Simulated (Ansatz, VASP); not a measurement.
## Rh: VASP beside Ansatz

Contents of INCAR:

```
PREC = Accurate
ENCUT = 520
EDIFF = 1E-6
ISMEAR = -1
SIGMA = 0.08
LREAL = F
LASPH = T
NELM = 80
ALGO = Normal
ISIF = 2
LWAVE = F
LCHARG = T
GGA = PE
LELF = T
LVHAR = T
NBANDS = 22
```

Contents of KPOINTS:

```
regular mesh
0
Gamma
  11 11 11
```

File POSCAR:

```
Rh
1.0
    0.0000000000      2.7568266508      2.7568266508
    2.7568266508      0.0000000000      2.7568266508
    2.7568266508      2.7568266508      0.0000000000
Rh
2
Direct
    0.0000000000      0.0000000000      0.0000000000
    0.2500000000      0.2500000000      0.2500000000
```

Input for Ansatz:

```yaml
crystal:
  lattice:
    - [0.0, 2.7568266508, 2.7568266508]
    - [2.7568266508, 0.0, 2.7568266508]
    - [2.7568266508, 2.7568266508, 0.0]
  atoms:
    - { symbol: Rh, position: [0.0, 0.0, 0.0] }
    - { symbol: Rh, position: [0.25, 0.25, 0.25] }
kpoints:
  mp_grid: { grid: [11, 11, 11] }
  band_path:
    path:
      - [0.0, 0.0, 0.0]
      - [0.5, 0.0, 0.5]
      - [0.625, 0.25, 0.625]
      - [0.375, 0.375, 0.75]
      - [0.0, 0.0, 0.0]
      - [0.5, 0.5, 0.5]
      - [0.5, 0.25, 0.75]
      - [0.5, 0.0, 0.5]
    npoints: 8
scf:
  occupations: { method: fermi_dirac, width: 0.08 }
hamiltonian:
  xc: pbe
  pseudopotentials: { kind: all_electron, lapw: { basis_error: 0.001 } }
output:
  forces: true
  stress: true
  eigenvalues: true
  populations: true
  dos: { projected: true, de: 0.2, e_range: [-14, 8] }
```

Alike in both runs: task single point; functional PBE; k mesh 11 × 11 × 11; occupations fermi-dirac, width 0.08 eV; no spin polarisation.

```csv
,VASP,Ansatz
version,VASP 6.6.1,Ansatz 0.2.0
potentials or method,"VASP PAW PBE potentials, release 64 (Rh_pv), cutoff 520 eV","all-electron LAPW, scalar-relativistic"
```

```csv
,VASP,Ansatz,Ansatz less VASP
pressure (GPa),0.1,0.0,-0.09
```

Ansatz ran all-electron here, and VASP with PAW potentials.
